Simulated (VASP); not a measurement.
# Pt (Im-3m) in VASP: a series of runs

Pt is run at these levels: BLYP; tasks: single point.

All numbers are computed with VASP 6.6.1; they aren't measurements. Logs are shortened: lines on timing, memory, paths and dates and some standing lists are left out, and cuts for length are marked.

### 1 The cell of the first run

The structure is cubic, space group Im-3m (No. 229). Conventional cell: a = 3.231 Å, b = 3.231 Å, c = 3.231 Å, α = 90.00°, β = 90.00°, γ = 90.00°. Within 3.7 Å of Pt (site symmetry m-3m) lie 14 Pt at 2.80 to 3.23 Å.

### 2 Single point, BLYP

Input file INCAR:

```
PREC     = Accurate       # precision mode
ENCUT    = 520            # plane-wave cutoff, eV
EDIFF    = 1E-6           # SCF threshold, eV
ISMEAR   = -1             # smearing method
SIGMA    = 0.1            # smearing width, eV
LREAL    = F              # projectors in reciprocal space
LASPH    = T              # aspherical terms in the spheres
NELM     = 80             # most SCF steps
ALGO     = Normal         # electronic algorithm
ISIF     = 2              # what is computed and relaxed
LWAVE    = F              # write WAVECAR
LCHARG   = F              # write CHGCAR
GGA      = B5             # functional
ALDAX    = 1.0          
AGGAX    = 1.0          
AGGAC    = 1.0          
ALDAC    = 0.0          
NBANDS   = 11             # bands
```

Input file KPOINTS:

```
Automatic mesh
0
Gamma
  14 14 14
```

Input file POSCAR:

```
Pt
1.0
   -1.6152601613      1.6152601613      1.6152601613
    1.6152601613     -1.6152601613      1.6152601613
    1.6152601613      1.6152601613     -1.6152601613
Pt
1
Direct
    0.0000000000      0.0000000000      0.0000000000
```

Potentials or basis: VASP PAW PBE potentials, release 64 (Pt).

Command:

```console
$ cat potpaw_PBE.64/Pt/POTCAR > POTCAR
$ mpirun -np 1 vasp_std > vasp.out
```

OUTCAR:

```text
PREC = Accurate
   ENCUT = 520
   EDIFF = 1E-6
   ISMEAR = -1
   LREAL = F
   LASPH = T
   NELM = 80
   ISIF = 2
   GGA = B5

 ion  position               nearest neighbor table
   1  0.000  0.000  0.000-

  LATTYP: Found a body centered cubic cell.
 ALAT       =     3.2305203226

  Lattice vectors:

 A1 = (  -1.6152601613,   1.6152601613,   1.6152601613)
 A2 = (   1.6152601613,  -1.6152601613,   1.6152601613)
 A3 = (   1.6152601613,   1.6152601613,  -1.6152601613)

Analysis of symmetry for initial positions (statically):
=====================================================================
 Subroutine PRICEL returns:
 Original cell was already a primitive cell.

 Routine SETGRP: Setting up the symmetry group for a
 body centered cubic supercell.

 Subroutine GETGRP returns: Found 48 space group operations
 (whereof 48 operations were pure point group operations)
 out of a pool of 48 trial point group operations.

The static configuration has the point symmetry O_h .

Analysis of symmetry for dynamics (positions and initial velocities):
=====================================================================
 Subroutine PRICEL returns:
 Original cell was already a primitive cell.

 Routine SETGRP: Setting up the symmetry group for a
 body centered cubic supercell.

 Subroutine GETGRP returns: Found 48 space group operations
 (whereof 48 operations were pure point group operations)
 out of a pool of 48 trial point group operations.

The dynamic configuration has the point symmetry O_h .

 Subroutine INISYM returns: Found 48 space group operations
 (whereof 48 operations are pure point group operations),
 and found     1 'primitive' translations

----------------------------------------------------------------------------------------

                                     Primitive cell

  volume of cell :      16.8573

  direct lattice vectors                    reciprocal lattice vectors
    -1.615260161  1.615260161  1.615260161     0.000000000  0.309547658  0.309547658
     1.615260161 -1.615260161  1.615260161     0.309547658  0.000000000  0.309547658
     1.615260161  1.615260161 -1.615260161     0.309547658  0.309547658  0.000000000

  length of vectors
     2.797712667  2.797712667  2.797712667     0.437766496  0.437766496  0.437766496

  position of ions in fractional coordinates (direct lattice)
     0.000000000  0.000000000  0.000000000

  ion indices of the primitive-cell ions
   primitive index   ion index
                 1           1

----------------------------------------------------------------------------------------

 KPOINTS: Automatic mesh

Automatic generation of k-mesh.
 Grid dimensions read from file:
 generate k-points for:   14   14   14

 Generating k-lattice:

  Cartesian coordinates                     Fractional coordinates (reciprocal lattice)
     0.000000000  0.022110547  0.022110547     0.071428571  0.000000000  0.000000000
     0.022110547  0.000000000  0.022110547     0.000000000  0.071428571  0.000000000
     0.022110547  0.022110547  0.000000000     0.000000000  0.000000000  0.071428571

  Length of vectors
     0.031269035  0.031269035  0.031269035

  Shift w.r.t. Gamma in fractional coordinates (k-lattice)
     0.000000000  0.000000000  0.000000000

 Subroutine IBZKPT returns following result:
 ===========================================

 Found    104 irreducible k-points:

 Following reciprocal coordinates:
            Coordinates               Weight
  0.000000  0.000000  0.000000      1.000000
  0.071429  0.000000  0.000000     12.000000
  0.142857  0.000000  0.000000     12.000000
  0.214286  0.000000  0.000000     12.000000
  0.285714  0.000000  0.000000     12.000000
  0.357143  0.000000  0.000000     12.000000
[... 16 lines left out ...]
  0.285714  0.285714  0.000000     24.000000
  0.357143  0.285714  0.000000     24.000000
 [... further k-points ...]
   k-points           NKPTS =    104   k-points in BZ     NKDIM =    104   number of bands    NBANDS=     11
   number of dos      NEDOS =    301   number of ions     NIONS =      1
   total plane-waves  NPLWV =  13824
   dimension x,y,z NGX =    24 NGY =   24 NGZ =   24
   dimension x,y,z NGXF=    48 NGYF=   48 NGZF=   48
   ions per type =               1
   NGX,Y,Z   is equivalent  to a cutoff of  14.26, 14.26, 14.26 a.u.
   NGXF,Y,Z  is equivalent  to a cutoff of  28.52, 28.52, 28.52 a.u.
 SYSTEM =  unknown system
   PREC   = accura    normal or accurate (medium, high low for compatibility)
   ISTART =      0    job   : 0-new  1-cont  2-samecut
   ICHARG =      2    charge: 1-file 2-atom 10-const
   ISPIN  =      1    spin polarized calculation?
   LNONCOLLINEAR =      F non collinear calculations
   LSORBIT =      F    spin-orbit coupling
   LASPH  =      T    aspherical Exc in radial PAW
   ENCUT  =  520.0 eV  38.22 Ry    6.18 a.u.   5.20  5.20  5.20*2*pi/ulx,y,z
   NELM   =     80;   NELMIN=  2; NELMDL= -5     # of ELM steps
   EDIFF  = 0.1E-05   stopping-criterion for ELM
   LREAL  =      F    real-space projection
   EDIFFG = 0.1E-04   stopping-criterion for IOM
   NSW    =      0    number of steps for IOM
   IBRION =     -1    ionic relax: 0-MD 1-quasi-New 2-CG
   NFREE  =      0    steps in history (QN), initial steepest desc. (CG)
   ISIF   =      2    stress and relaxation
   ISYM   =      2    0-nonsym 1-usesym 2-fastsym
   POTIM  = 0.5000    time-step for ionic-motion
   TEBEG  =    0.0;   TEEND  =   0.0 temperature during run
   PSTRESS=    0.0 pullay stress
   NELECT =      10.0000    total number of electrons
   NUPDOWN=      -1.0000    fix difference up-down
   EMIN   =  10.00;   EMAX   =-10.00  energy-range for DOS
   EFERMI =   0.00;   METHOD = LEGACY
   ISMEAR =    -1;   SIGMA  =   0.10  broadening in eV -4-tet -1-fermi 0-gaus
   EFERMI_NEDOS =   21; number of points for ismear=-14 and -15
   IALGO  =     38    algorithm
   IMIX   =      4    mixing-type and parameters
     AMIX     =   0.40;   BMIX     =  1.00
     AMIX_MAG =   1.60;   BMIX_MAG =  1.00
  volume/ion in A,a.u.               =      16.86       113.76
  Fermi-wavevector in a.u.,A,eV,Ry     =   1.375558  2.599428 25.744410  1.892161
  Thomas-Fermi vector in A             =   2.500883
   LORBIT       =      0    0 simple, 1 ext, 2 COOP (PROOUT), +10 PAW based schemes
   GGA     = B5    functional components
   LHFCALC =     F    Hartree Fock is set to
   AEXX    =    0.0000 exact exchange contribution
   IVDW    =     0    specifies the selected vdW correction
   LEPSILON=     F    determine dielectric tensor
   LRPA    =     F    only Hartree local field effects (RPA)
 non-spin polarized calculation
  energy-cutoff  :      520.00
  volume of cell :       16.86
 maximum number of plane-waves:       466
 NGX is ok and might be reduce to    24
   NGX = 11   NGY = 11   NGZ = 11

 number of electron      10.0000001 magnetization

 Free energy of the ion-electron system (eV)
  ---------------------------------------------------
  ext. energy  EPLUGINS =         0.00000000
  ---------------------------------------------------
  free energy    TOTEN  =        -4.94549655 eV

  energy without entropy =       -4.90264632  energy(sigma->0) =       -4.92407144

 E-fermi :   9.6468     XC(G=0): -12.1498

 val. band max:        9.6258538490   @ k =  -0.3571   0.4286   0.2857
 cond. band min:       9.6522141139   @ k =  -0.4286  -0.4286   0.2857
 fundamental gap:      0.0263602649
 Fermi energy:         9.6467804822

 k-point     1 :       0.0000    0.0000    0.0000
  band No.  band energies     occupation
      1       0.9494      2.00000
      2       6.4907      2.00000
      3       6.4907      2.00000
      4       6.4907      2.00000
      5       8.7515      1.99974
      6       8.7515      1.99974
      7      27.0153      0.00000
      8      27.0153      0.00000
      9      27.0153      0.00000
     10      35.7799      0.00000
     11      35.7800      0.00000

 k-point     2 :       0.0714    0.0000    0.0000
  band No.  band energies     occupation
      1       1.1450      2.00000
      2       6.4197      2.00000
      3       6.4935      2.00000
      4       6.6422      2.00000
      5       8.6625      1.99989
      6       8.7565      1.99973
      7      27.0923      0.00000
      8      27.1196      0.00000
      9      27.2933      0.00000
     10      33.6840      0.00000
     11      33.9079      0.00000

 k-point     3 :       0.1429    0.0000    0.0000
  band No.  band energies     occupation
      1       1.7042      2.00000
      2       6.2263      2.00000
      3       6.4901      2.00000
      4       7.0847      2.00000
      5       8.4775      1.99998
      6       8.7747      1.99967
      7      26.9065      0.00000
      8      27.0669      0.00000
      9      28.0946      0.00000
     10      31.7963      0.00000
     11      32.1370      0.00000

 k-point     4 :       0.2143    0.0000    0.0000
  band No.  band energies     occupation
      1       2.5176      2.00000
      2       5.9601      2.00000
      3       6.5096      2.00000
      4       7.7794      2.00000
      5       8.3643      1.99999
      6       8.8121      1.99953
      7      25.1003      0.00000
      8      26.3667      0.00000
      9      29.3252      0.00000
     10      31.3212      0.00000
     11      31.4013      0.00000
[... 239 lines left out ...]
 k-point    22 :       0.3571    0.2143    0.0000
  band No.  band energies     occupation
      1       4.5918      2.00000
      2       5.5933      2.00000
      3       7.0959      2.00000
      4       8.5863      1.99995
      5       9.2717      1.95407
      6      13.8471      0.00000
      7      15.7004      0.00000
      8      20.4928      0.00000
      9      25.1659      0.00000
     10      31.7665      0.00000
     11      32.9273      0.00000

 k-point    23 :       0.2857    0.2857    0.0000
  band No.  band energies     occupation
      1       4.7877      2.00000
      2       5.8376      2.00000
      3       6.5932      2.00000
      4       8.6630      1.99989
      5       9.1168      1.99006
      6      13.8937      0.00000
      7      16.5779      0.00000
      8      19.4193      0.00000
      9      25.5709      0.00000
     10      31.1691      0.00000
     11      32.8963      0.00000

 k-point    24 :       0.3571    0.2857    0.0000
  band No.  band energies     occupation
      1       4.8301      2.00000
      2       5.9446      2.00000
      3       6.5431      2.00000
      4       8.7959      1.99960
      5       9.1034      1.99131
      6      14.8410      0.00000
      7      16.0809      0.00000
      8      18.3989      0.00000
      9      25.6524      0.00000
     10      31.6302      0.00000
     11      32.1247      0.00000

 [... further k-points ...]
[... 5 lines left out ...]
  --------------------------------------------------------------------------------------
  -------------------------------------------------------------------------------------
  Total        0.0982422      0.0982422      0.0982422     -0.0000000     -0.0000000      0.0000000
  in kB        9.3373001      9.3373001      9.3373001     -0.0000000     -0.0000000      0.0000000
  external PRESSURE =       9.3373001 kB  Pullay stress =       0.0000000 kB

 VOLUME and BASIS-vectors are now :
 -----------------------------------------------------------------------------
  energy-cutoff  :      520.00
  volume of cell :       16.86
      direct lattice vectors                 reciprocal lattice vectors
    -1.615260161  1.615260161  1.615260161     0.000000000  0.309547658  0.309547658
     1.615260161 -1.615260161  1.615260161     0.309547658  0.000000000  0.309547658
     1.615260161  1.615260161 -1.615260161     0.309547658  0.309547658  0.000000000

 POSITION                                       TOTAL-FORCE (eV/Angst)
 -----------------------------------------------------------------------------------
      0.00000      0.00000      0.00000        -0.000000      0.000000      0.000000
 -----------------------------------------------------------------------------------
    total drift:                                0.000000      0.000000     -0.000000

  FREE ENERGIE OF THE ION-ELECTRON SYSTEM (eV)
  ---------------------------------------------------
  free  energy   TOTEN  =        -4.9454965498 eV

  energy  without entropy=       -4.9026463244  energy(sigma->0) =       -4.92407144
```

It took 7.7 s on 1 thread of Intel Xeon 6975P-C (Granite Rapids), shared host; peak memory 0.15 GiB.

What came out:

```
Free energy            : -4.9455 eV
Pressure               : 0.9 GPa
Band gap on the k mesh : zero (band 5 reaches 10.56 eV, above the bottom of band 6 at 8.62 eV)
```

Caveat: the PAW data sets were made with another functional, which shifts forces and pressure a little; spin-orbit coupling is left out, which moves the levels of the heavy elements.

[end of part 1 of 2]
